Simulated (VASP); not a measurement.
## Cs: single point with BLYP

Crystal: Cs.

```
Cs
1.0
     5.75354    0.00000    0.00000
    -2.87677    4.98271    0.00000
     0.00000    0.00000    9.40854
Cs
2
Direct
  0.33333 0.66667 0.25000
  0.66667 0.33333 0.75000
```

This cell differs from its parent crystal: volume scaled by 1.08.

```
Program             : VASP 6.6.1
Task                : single point
Functional          : BLYP
Potentials or basis : VASP PAW PBE potentials, release 64 (Cs_sv)
Cutoff              : 520 eV
k mesh              : 8 × 8 × 4
Occupations         : fermi-dirac, width 0.1 eV
Spin                : no spin polarisation
```

```yaml
Pressure: -0.1 GPa
Band_gap_on_the_k_mesh: zero (band 9 reaches 1.08 eV, above the bottom of band 10 at -0.46 eV)
```

Levels at points of the mesh, in eV from the Fermi level:
| k point | band 7 | band 8 | band 9 | band 10 | band 11 | band 12 |
| --- | --- | --- | --- | --- | --- | --- |
| (0.00, 0.00, 0.00) | -10.82 | -10.82 | -1.49 | -0.05 | 0.81 | 2.16 |
| (0.50, 0.00, 0.00) | -10.84 | -10.83 | -0.04 | 0.41 | 0.90 | 0.96 |
| (0.00, 0.00, 0.50) | -10.83 | -10.83 | -0.96 | -0.96 | 1.54 | 1.54 |
| (0.50, 0.00, 0.50) | -10.84 | -10.84 | 0.20 | 0.20 | 0.91 | 0.91 |

It took 4.8 min on 1 thread of Oxide Virtual Turin-like Processor, with other jobs on the host, peak memory 0.41 GiB.

Caveat: the PAW data sets were made with another functional, which shifts forces and pressure a little; spin-orbit coupling is left out, which moves the levels of the heavy elements.
